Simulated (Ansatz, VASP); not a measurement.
**One calculation of CdF2, two programs**

```xyz
3
Lattice="0.0269 2.7075 2.7075 2.7075 0.0269 2.7075 2.7075 2.7075 0.0269" Properties=species:S:1:pos:R:3 pbc="T T T"
Cd    0.0000    0.0000    0.0000
F     1.3605    1.3605    1.3605
F     4.0814    4.0814    4.0814
```

Change from the starting cell: equal xy, yz and zx shear strains of +1 %.

Alike in both runs: task single point; functional LDA; k mesh 8 × 8 × 8; occupations fermi-dirac, width 0.02 eV; no spin polarisation.

```csv
,VASP,Ansatz
version,VASP 6.6.1,Ansatz 0.2.0
potentials or method,"VASP PAW LDA potentials, release 64 (Cd, F), cutoff 520 eV","all-electron LAPW, scalar-relativistic"
```

|  | VASP | Ansatz | Ansatz less VASP |
| --- | --- | --- | --- |
| gap on the k mesh at the Fermi level (eV) | 2.80 | 2.80 | -0.001 |
| pressure (GPa) | -4.7 | -5.6 | -0.95 |
| traceless stress, the component that is largest in VASP (GPa) | -0.24 | -0.19 | +0.044 |
| rms of the force components (eV/Å) | 0.012 | 0.008 | -0.0037 |

LDA's correlation is that of Perdew and Zunger in VASP and of Perdew and Wang (1992) in Ansatz. Atom by atom the forces differ by 0.004 eV/Å (rms over components). Ansatz ran all-electron here, and VASP with PAW potentials.
